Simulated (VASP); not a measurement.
Ta:

```
CELL_PARAMETERS angstrom
-1.65290 1.65290 1.65290
1.65290 -1.65290 1.65290
1.65290 1.65290 -1.65290
ATOMIC_POSITIONS crystal
Ta 0.00000 0.00000 0.00000
```

```yaml
Program: VASP 6.6.1
Task: relaxation of cell and atoms
Functional: RPBE
Potentials_or_basis: VASP PAW PBE potentials, release 64 (Ta_pv)
Cutoff: 600 eV
k_mesh: 13 × 13 × 13
Occupations: fermi-dirac, width 0.1 eV
Spin: no spin polarisation
```

At the start: pressure 6.5 GPa; volume 18.06 Å³/atom.

Task: How do energy, volume and symmetry change on relaxing?

Result: Over 4 steps the energy falls by 11.5 meV/atom and the volume is 18.65 Å³/atom (+3.2 %); space group Im-3m (No. 229, to 0.05 Å).

The path:
| step | energy change (eV) | largest force (eV/Å) | pressure (GPa) | volume (Å³) |
| --- | --- | --- | --- | --- |
| 1 | 0.0000 | 0.0000 | 6.45 | 18.06 |
| 2 | 0.0427 | 0.0000 | -11.82 | 20.03 |
| 3 | -0.0115 | 0.0000 | -0.14 | 18.66 |
| 4 | -0.0115 | 0.0000 | -0.02 | 18.65 |

Final structure:
```
Ta
1.0
    -1.67061    1.67061    1.67061
     1.67061   -1.67061    1.67061
     1.67061    1.67061   -1.67061
Ta
1
Direct
  0.00000 0.00000 0.00000
```

Caveat: the PAW data sets were made with another functional, which shifts forces and pressure a little.
